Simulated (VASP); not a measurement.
# Se (P1) in VASP: further runs

Se is run at these levels: PBEsol; tasks: electric field gradients.

Everything below comes from runs of VASP 6.6.1. Logs are shortened: lines on timing, memory, paths and dates and some standing lists are left out, and cuts for length are marked.

## 1. The cell of the first run

The typed cell holds 3 atoms: a = 4.366 Å, b = 4.347 Å, c = 4.954 Å, α = 89.79°, β = 89.43°, γ = 119.57°.

## 2. Electric field gradients, PBEsol (equal xy, yz and zx shear strains of +1 %)

Input file INCAR:

```
  PREC = Accurate
  ENCUT = 520
  EDIFF = 1E-8
  ISMEAR = -1
  SIGMA = 0.03
  LREAL = F
  LASPH = T
  NELM = 100
  ALGO = Normal
  ISIF = 2
  LWAVE = F
  LCHARG = F
  GGA = PS
  LEFG = T
  NBANDS = 16
```

Input file KPOINTS:

```
regular mesh
0
Gamma
  6 6 5
```

Input file POSCAR:

```
Se
1.0
    4.3661999489      0.0218309997      0.0218309997
   -2.1641937741      3.7703245739      0.0079907005
    0.0247680000      0.0247680000      4.9536000000
Se
3
Direct
    0.2254000000      0.0000000000      0.3333333333
    0.0000000000      0.2254000000      0.6666666667
    0.7746000000      0.7746000000      0.0000000000
```

Potentials or basis: VASP PAW PBE potentials, release 64 (Se).

Command:

```sh
$ cat potpaw_PBE.64/Se/POTCAR > POTCAR
$ mpirun -np 1 vasp_std > vasp.out
```

OUTCAR:

```text
PREC = Accurate
   ENCUT = 520
   EDIFF = 1E-8
   ISMEAR = -1
   LREAL = F
   LASPH = T
   NELM = 100
   ISIF = 2
   GGA = PS

 ion  position               nearest neighbor table
   1  0.225  0.000  0.333-   2 2.36   3 2.39
   2  0.000  0.225  0.667-   3 2.36   1 2.36
   3  0.775  0.775  0.000-   2 2.36   1 2.39

  LATTYP: Found a triclinic cell.
 ALAT       =     4.3852211372
 B/A-ratio  =     0.9913558883
 C/A-ratio  =     1.1296406004
 COS(alpha) =     0.0036852528
 COS(beta)  =     0.0136346634
 COS(gamma) =     0.5000188430

  Lattice vectors:

 A1 = (   2.2020061748,   3.7921555736,   0.0298217002)
 A2 = (  -2.1641937741,   3.7703245739,   0.0079907005)
 A3 = (   0.0247680000,   0.0247680000,   4.9536000000)

Analysis of symmetry for initial positions (statically):
=====================================================================
 Subroutine PRICEL returns:
 Original cell was already a primitive cell.

 Routine SETGRP: Setting up the symmetry group for a
 triclinic supercell.

 Subroutine GETGRP returns: Found  1 space group operations
 (whereof  1 operations were pure point group operations)
 out of a pool of  2 trial point group operations.

The static configuration has the point symmetry C_1 .

Analysis of symmetry for dynamics (positions and initial velocities):
=====================================================================
 Subroutine PRICEL returns:
 Original cell was already a primitive cell.

 Routine SETGRP: Setting up the symmetry group for a
 triclinic supercell.

 Subroutine GETGRP returns: Found  1 space group operations
 (whereof  1 operations were pure point group operations)
 out of a pool of  2 trial point group operations.

The dynamic configuration has the point symmetry C_1 .

 Subroutine INISYM returns: Found  1 space group operations
 (whereof  1 operations are pure point group operations),
 and found     1 'primitive' translations

----------------------------------------------------------------------------------------

                                     Primitive cell

  volume of cell :      81.7761

  direct lattice vectors                    reciprocal lattice vectors
     4.366199949  0.021831000  0.021831000     0.228385606  0.131098811 -0.001797422
    -2.164193774  3.770324574  0.007990700    -0.001315804  0.264476662 -0.001315804
     0.024768000  0.024768000  4.953600000    -0.001004395 -0.001004395  0.201883429

  length of vectors
     4.366309103  4.347314796  4.953723838     0.263344098  0.264483208  0.201888426

  position of ions in fractional coordinates (direct lattice)
     0.225400000  1.000000000  0.333333333
     1.000000000  0.225400000  0.666666667
     0.774600000  0.774600000  0.000000000

  ion indices of the primitive-cell ions
   primitive index   ion index
                 1           1
                 2           2
                 3           3

----------------------------------------------------------------------------------------

 KPOINTS: regular mesh

Automatic generation of k-mesh.
 Grid dimensions read from file:
 generate k-points for:    6    6    5

 Generating k-lattice:

  Cartesian coordinates                     Fractional coordinates (reciprocal lattice)
     0.038064268  0.021849802 -0.000299570     0.166666667 -0.000000000  0.000000000
    -0.000219301  0.044079444 -0.000219301    -0.000000000  0.166666667 -0.000000000
    -0.000200879 -0.000200879  0.040376686     0.000000000 -0.000000000  0.200000000

  Length of vectors
     0.043890683  0.044080535  0.040377685

  Shift w.r.t. Gamma in fractional coordinates (k-lattice)
     0.000000000  0.000000000  0.000000000

 Subroutine IBZKPT returns following result:
 ===========================================

 Found     92 irreducible k-points:

 Following reciprocal coordinates:
            Coordinates               Weight
  0.000000  0.000000  0.000000      1.000000
  0.166667  0.000000  0.000000      2.000000
  0.333333  0.000000  0.000000      2.000000
  0.500000 -0.000000  0.000000      1.000000
 -0.000000  0.166667  0.000000      2.000000
  0.166667  0.166667 -0.000000      2.000000
[... 16 lines left out ...]
  0.333333 -0.000000  0.200000      2.000000
  0.500000  0.000000  0.200000      2.000000
 [... further k-points ...]
   k-points           NKPTS =     92   k-points in BZ     NKDIM =     92   number of bands    NBANDS=     16
   number of dos      NEDOS =    301   number of ions     NIONS =      3
   total plane-waves  NPLWV =  40960
   dimension x,y,z NGX =    32 NGY =   32 NGZ =   40
   dimension x,y,z NGXF=    64 NGYF=   64 NGZF=   80
   ions per type =               3
   NGX,Y,Z   is equivalent  to a cutoff of  12.18, 12.24, 13.42 a.u.
   NGXF,Y,Z  is equivalent  to a cutoff of  24.37, 24.47, 26.85 a.u.
 SYSTEM =  unknown system
   PREC   = accura    normal or accurate (medium, high low for compatibility)
   ISTART =      0    job   : 0-new  1-cont  2-samecut
   ICHARG =      2    charge: 1-file 2-atom 10-const
   ISPIN  =      1    spin polarized calculation?
   LNONCOLLINEAR =      F non collinear calculations
   LSORBIT =      F    spin-orbit coupling
   LASPH  =      T    aspherical Exc in radial PAW
   ENCUT  =  520.0 eV  38.22 Ry    6.18 a.u.   8.12  8.08  9.21*2*pi/ulx,y,z
   NELM   =    100;   NELMIN=  2; NELMDL= -5     # of ELM steps
   EDIFF  = 0.1E-07   stopping-criterion for ELM
   LREAL  =      F    real-space projection
   EDIFFG = 0.1E-06   stopping-criterion for IOM
   NSW    =      0    number of steps for IOM
   IBRION =     -1    ionic relax: 0-MD 1-quasi-New 2-CG
   NFREE  =      0    steps in history (QN), initial steepest desc. (CG)
   ISIF   =      2    stress and relaxation
   ISYM   =      2    0-nonsym 1-usesym 2-fastsym
   POTIM  = 0.5000    time-step for ionic-motion
   TEBEG  =    0.0;   TEEND  =   0.0 temperature during run
   PSTRESS=    0.0 pullay stress
   NELECT =      18.0000    total number of electrons
   NUPDOWN=      -1.0000    fix difference up-down
   EMIN   =  10.00;   EMAX   =-10.00  energy-range for DOS
   EFERMI =   0.00;   METHOD = LEGACY
   ISMEAR =    -1;   SIGMA  =   0.03  broadening in eV -4-tet -1-fermi 0-gaus
   EFERMI_NEDOS =   21; number of points for ismear=-14 and -15
   IALGO  =     38    algorithm
   IMIX   =      4    mixing-type and parameters
     AMIX     =   0.40;   BMIX     =  1.00
     AMIX_MAG =   1.60;   BMIX_MAG =  1.00
  volume/ion in A,a.u.               =      27.26       183.95
  Fermi-wavevector in a.u.,A,eV,Ry     =   0.988455  1.867909 13.293480  0.977043
  Thomas-Fermi vector in A             =   2.119983
   LORBIT       =      0    0 simple, 1 ext, 2 COOP (PROOUT), +10 PAW based schemes
   GGA     = PS    functional components
   LHFCALC =     F    Hartree Fock is set to
   AEXX    =    0.0000 exact exchange contribution
   IVDW    =     0    specifies the selected vdW correction
   LEPSILON=     F    determine dielectric tensor
   LRPA    =     F    only Hartree local field effects (RPA)
 non-spin polarized calculation
  energy-cutoff  :      520.00
  volume of cell :       81.78
 maximum number of plane-waves:      2219
   NGX = 17   NGY = 17   NGZ = 19

 number of electron      18.0000001 magnetization

 Free energy of the ion-electron system (eV)
  ---------------------------------------------------
  ext. energy  EPLUGINS =         0.00000000
  ---------------------------------------------------
  free energy    TOTEN  =       -11.48200952 eV

  energy without entropy =      -11.48200952  energy(sigma->0) =      -11.48200952

 E-fermi :   3.1009     XC(G=0):  -9.0366

 val. band max:        2.4821843746   @ k =   0.1667   0.3333   0.4000
 cond. band min:       3.6591776891   @ k =   0.0000   0.0000   0.4000
 fundamental gap:      1.1769933145
 Fermi energy:         3.1009439627

 k-point     1 :       0.0000    0.0000    0.0000
  band No.  band energies     occupation
      1     -13.3065      2.00000
      2      -9.2146      2.00000
      3      -9.1246      2.00000
      4      -1.2895      2.00000
      5      -1.2863      2.00000
      6      -1.2057      2.00000
[... 8 lines left out ...]
     15       8.9265      0.00000
     16      10.8700      0.00000
[... 420 lines left out ...]
  band No.  band energies     occupation
      1     -12.6597      2.00000
      2     -10.4190      2.00000
      3      -8.5148      2.00000
      4      -2.6539      2.00000
      5      -2.4764      2.00000
      6      -1.0840      2.00000
[... 8 lines left out ...]
     15      11.8345      0.00000
     16      12.2473      0.00000

 [... further k-points ...]

------------------------ aborting loop because EDIFF is reached ----------------------------------------

  FORCE on cell =-STRESS in cart. coord.  units (eV):
  Direction    XX          YY          ZZ          XY          YZ          ZX
  --------------------------------------------------------------------------------------
  -------------------------------------------------------------------------------------
  Total       -0.1707492      0.0468048      0.7290893     -0.1775652     -0.2495110     -0.3537625
  in kB       -3.3453604      0.9170103     14.2844969     -3.4789015     -4.8884815     -6.9310027
  external PRESSURE =       3.9520489 kB  Pullay stress =       0.0000000 kB

 VOLUME and BASIS-vectors are now :
 -----------------------------------------------------------------------------
  energy-cutoff  :      520.00
  volume of cell :       81.78
      direct lattice vectors                 reciprocal lattice vectors
     4.366199949  0.021831000  0.021831000     0.228385606  0.131098811 -0.001797422
    -2.164193774  3.770324574  0.007990700    -0.001315804  0.264476662 -0.001315804
     0.024768000  0.024768000  4.953600000    -0.001004395 -0.001004395  0.201883429

 POSITION                                       TOTAL-FORCE (eV/Angst)
 -----------------------------------------------------------------------------------
      0.99240      0.01318      1.65612         0.289196     -0.080288     -0.161741
     -0.47130      0.86634      3.30420        -0.214347      0.370277     -0.021233
      1.70567      2.93740      0.02310        -0.074848     -0.289989      0.182974
 -----------------------------------------------------------------------------------
    total drift:                               -0.000004     -0.000017     -0.000003

  FREE ENERGIE OF THE ION-ELECTRON SYSTEM (eV)
  ---------------------------------------------------
  free  energy   TOTEN  =       -11.4820095242 eV

  energy  without entropy=      -11.4820095241  energy(sigma->0) =      -11.48200952

 Electric field gradients (V/A^2)
---------------------------------------------------------------------
 ion       V_xx      V_yy      V_zz      V_xy      V_xz      V_yz
---------------------------------------------------------------------
   1     165.468  -330.948   165.480     7.218     4.586   328.156
   2    -209.757    38.566   171.190  -209.067  -273.610  -156.791
   3    -204.828    36.538   168.290   217.429   283.618  -157.150
---------------------------------------------------------------------

 Electric field gradients after diagonalization (V/A^2)
 (convention: |V_zz| > |V_xx| > |V_yy|)
----------------------------------------------------------------------
 ion       V_xx      V_yy      V_zz     asymmetry (V_yy - V_xx)/ V_zz
----------------------------------------------------------------------
   1     329.050   165.169  -494.220       0.332
   2     323.629   157.557  -481.186       0.345
   3     327.772   164.200  -491.972       0.332
----------------------------------------------------------------------

           NMR quadrupolar parameters

 Cq : quadrupolar parameter    Cq=e*Q*V_zz/h
 eta: asymmetry parameters     (V_yy - V_xx)/ V_zz
 Q  : nuclear electric quadrupole moment in mb (millibarn)
----------------------------------------------------------------------
 ion       Cq(MHz)       eta       Q (mb)
----------------------------------------------------------------------
   1      -1.195       0.332       1.000
   2      -1.164       0.345       1.000
   3      -1.190       0.332       1.000
----------------------------------------------------------------------
```

Wall time 50 s (1 thread of Intel Xeon Platinum 8488C (Sapphire Rapids), shared host); peak memory 0.24 GiB.

Results:

* Free energy: -11.4820 eV
* Pressure: 0.4 GPa
* Largest force: 0.428 eV/Å
* Band gap on the k mesh: 1.18 eV (least direct gap 1.44 eV)
* Largest electric field gradient by atom: Se -494.2, -481.2, -492.0 V/Å²

Forces on the atoms (eV/Å):
```
Se   0.289 -0.080 -0.162
Se  -0.214  0.370 -0.021
Se  -0.075 -0.290  0.183
```

Levels at points of the mesh, in eV from the valence-band top:
```tsv
k point	band 7	band 8	band 9	band 10	band 11	band 12
(0.00, 0.00, 0.00)	-1.99	-1.97	-0.32	1.85	2.00	2.24
(0.50, 0.00, 0.00)	-2.89	-1.71	-0.91	2.01	2.40	4.08
(0.00, 0.50, 0.00)	-2.82	-1.71	-0.91	1.94	2.38	4.25
(0.50, 0.50, 0.00)	-2.83	-1.72	-0.93	1.92	2.37	4.25
```

Electric field gradients, principal values (V/Å²):
```csv
atom,least,middle,greatest (by size)
1 Se,165.169,329.050,-494.220
2 Se,157.557,323.629,-481.186
3 Se,164.200,327.772,-491.972
```

Caveat: the cell differs from its parent crystal (equal xy, yz and zx shear strains of +1 %); without QUAD_EFG the Cq values of the log hold for a quadrupole moment of 1 mb, not for the nuclei; the PAW data sets were made with another functional, which shifts forces and pressure a little; an odd mesh through Γ misses points on the zone boundary, where band edges can lie.

## 3. Electric field gradients, PBEsol (equal xy, yz and zx shear strains of +1 %)

Input file INCAR:

```
SYSTEM = Se
  PREC = Accurate
  ENCUT = 520
  EDIFF = 1E-8
  ISMEAR = -1
  SIGMA = 0.03
  LREAL = .False.
  LASPH = .True.
  NELM = 80
  ALGO = Normal
  ISIF = 2
  LWAVE = .False.
  LCHARG = .False.
  GGA = PS
  LEFG = .True.
  NBANDS = 16
```

Input file KPOINTS:

```
Automatic mesh
0
Gamma
  6 6 5
  0 0 0
```

POSCAR is that of step 2.

Potentials or basis: VASP PAW PBE potentials, release 64 (Se).

Command:

```sh
$ cat potpaw_PBE.64/Se/POTCAR > POTCAR
$ mpirun -np 1 vasp_std > vasp.out
```

OUTCAR:

```text
SYSTEM = Se
   PREC = Accurate
   ENCUT = 520
   EDIFF = 1E-8
   ISMEAR = -1
   LREAL = .False.
   LASPH = .True.
   NELM = 80
   ISIF = 2
   GGA = PS

 ion  position               nearest neighbor table
   1  0.225  0.000  0.333-   2 2.36   3 2.39
   2  0.000  0.225  0.667-   3 2.36   1 2.36
   3  0.775  0.775  0.000-   2 2.36   1 2.39

  LATTYP: Found a triclinic cell.
 ALAT       =     4.3852211372
 B/A-ratio  =     0.9913558883
 C/A-ratio  =     1.1296406004
 COS(alpha) =     0.0036852528
 COS(beta)  =     0.0136346634
 COS(gamma) =     0.5000188430

  Lattice vectors:

 A1 = (   2.2020061748,   3.7921555736,   0.0298217002)
 A2 = (  -2.1641937741,   3.7703245739,   0.0079907005)
 A3 = (   0.0247680000,   0.0247680000,   4.9536000000)

Analysis of symmetry for initial positions (statically):
[... 654 lines left out ...]
     4.366199949  0.021831000  0.021831000     0.228385606  0.131098811 -0.001797422
    -2.164193774  3.770324574  0.007990700    -0.001315804  0.264476662 -0.001315804
     0.024768000  0.024768000  4.953600000    -0.001004395 -0.001004395  0.201883429

 POSITION                                       TOTAL-FORCE (eV/Angst)
 -----------------------------------------------------------------------------------
      0.99240      0.01318      1.65612         0.289196     -0.080288     -0.161741
     -0.47130      0.86634      3.30420        -0.214347      0.370277     -0.021233
      1.70567      2.93740      0.02310        -0.074848     -0.289989      0.182974
 -----------------------------------------------------------------------------------
    total drift:                               -0.000004     -0.000017     -0.000003

  FREE ENERGIE OF THE ION-ELECTRON SYSTEM (eV)
  ---------------------------------------------------
  free  energy   TOTEN  =       -11.4820095242 eV

  energy  without entropy=      -11.4820095241  energy(sigma->0) =      -11.48200952

 Electric field gradients (V/A^2)
---------------------------------------------------------------------
 ion       V_xx      V_yy      V_zz      V_xy      V_xz      V_yz
---------------------------------------------------------------------
   1     165.468  -330.948   165.480     7.218     4.586   328.156
   2    -209.757    38.566   171.190  -209.067  -273.610  -156.791
   3    -204.828    36.538   168.290   217.429   283.618  -157.150
---------------------------------------------------------------------

 Electric field gradients after diagonalization (V/A^2)
 (convention: |V_zz| > |V_xx| > |V_yy|)
----------------------------------------------------------------------
 ion       V_xx      V_yy      V_zz     asymmetry (V_yy - V_xx)/ V_zz
----------------------------------------------------------------------
   1     329.050   165.169  -494.220       0.332
   2     323.629   157.557  -481.186       0.345
   3     327.772   164.200  -491.972       0.332
----------------------------------------------------------------------

           NMR quadrupolar parameters

 Cq : quadrupolar parameter    Cq=e*Q*V_zz/h
 eta: asymmetry parameters     (V_yy - V_xx)/ V_zz
 Q  : nuclear electric quadrupole moment in mb (millibarn)
----------------------------------------------------------------------
 ion       Cq(MHz)       eta       Q (mb)
----------------------------------------------------------------------
   1      -1.195       0.332       1.000
   2      -1.164       0.345       1.000
   3      -1.190       0.332       1.000
----------------------------------------------------------------------
```

Wall time 51 s (1 thread of Intel Xeon Platinum 8488C (Sapphire Rapids), shared host); peak memory 0.24 GiB.

What came out:

| Property | Result |
| --- | --- |
| Free energy | -11.4820 eV |
| Pressure | 0.4 GPa |
| Largest force | 0.428 eV/Å |
| Band gap on the k mesh | 1.18 eV (least direct gap 1.44 eV) |
| Largest electric field gradient by atom | Se -494.2, -481.2, -492.0 V/Å² |

Forces in eV/Å, atoms in the order of the input:
```
Se   0.289 -0.080 -0.162
Se  -0.214  0.370 -0.021
Se  -0.075 -0.290  0.183
```

Stress tensor (GPa, compression positive):
```
-0.33 -0.35 -0.69
-0.35  0.09 -0.49
-0.69 -0.49  1.43
```

Electric field gradients, principal values (V/Å²):
| atom | least | middle | greatest (by size) |
| --- | --- | --- | --- |
| 1 Se | 165.169 | 329.050 | -494.220 |
| 2 Se | 157.557 | 323.629 | -481.186 |
| 3 Se | 164.200 | 327.772 | -491.972 |

Caveat: the cell differs from its parent crystal (equal xy, yz and zx shear strains of +1 %); without QUAD_EFG the Cq values of the log hold for a quadrupole moment of 1 mb, not for the nuclei; the PAW data sets were made with another functional, which shifts forces and pressure a little; an odd mesh through Γ misses points on the zone boundary, where band edges can lie.
